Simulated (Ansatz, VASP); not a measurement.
# EuS: VASP beside Ansatz

```
Eu S
1.0
     0.00000    3.01770    3.01770
     3.01770    0.00000    3.01770
     3.01770    3.01770    0.00000
Eu S
1 1
Direct
  0.00000 0.00000 0.00000
  0.50000 0.50000 0.50000
```

Alike in both runs: task single point; functional PBEsol; k mesh 10 × 10 × 10; collinear spin.

|  | VASP | Ansatz |
| --- | --- | --- |
| version | VASP 6.6.1 | Ansatz 0.2.0 |
| potentials or method | VASP PAW PBE potentials, release 64 (Eu, S), cutoff 600 eV | all-electron (LAPW or listed datasets) |
| occupations | fermi-dirac, width 0.1 eV | fermi-dirac |

```csv
,VASP,Ansatz,Ansatz less VASP
net moment per atom (μB),3.48,3.50,+0.021
size of the moment on the site where the two differ most (μB),6.59,7.00,+0.413
```

VASP's potentials were made for PBE, not for PBEsol. Site moments also hang on the region over which each program counts them. Ansatz ran all-electron here, and VASP with PAW potentials. Ansatz's warnings: given moment on shells, stability check not made.

Neither program's run includes spin-orbit coupling.
